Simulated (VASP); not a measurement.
Runs of VASP 6.6.1 on Ag. The structure is that of space group Im-3m (No. 229), or close to it. The cells are those of the table. This isn't the form of Ag at room conditions, which is fcc.

```tsv
task	cell	k mesh	cutoff (eV)	gap on the mesh (eV)	pressure (GPa)
single point	a = 2.868 Å, angles 109.5°, 1 atom	8 × 8 × 8	520	none	-0.9
relaxation of cell and atoms	relaxed from a = 2.868 Å, angles 109.5°, 1 atom	18 × 18 × 18	600	none	0.0
single point	a = 2.841 Å, angles 109.5°, 1 atom	18 × 18 × 18	520	none	1.8
single point	a = 2.806 Å, angles 109.5°, 1 atom	18 × 18 × 18	520	none	(b)
single point	a = 2.998 Å, angles 109.5°, 1 atom	18 × 18 × 18	520	none	(a)
single point	a = 2.861 Å, angles 109.5°, 1 atom	18 × 18 × 18	520	none	-0.1
```

Alike in all rows: level PBE; potentials or basis VASP PAW PBE potentials, release 64 (Ag); no spin polarisation; smearing gaussian 0.1 eV.

Estimate the missing entries.

(a) -8.3; (b) 5.7.

Caveats: the cell stands under pressure (at least some runs); the cell stands under tension (at least some runs).

A k mesh can miss the band edges, and the runs leave out spin-orbit coupling on Ag.

A gap of «none» marks levels without a gap at the run's occupations.
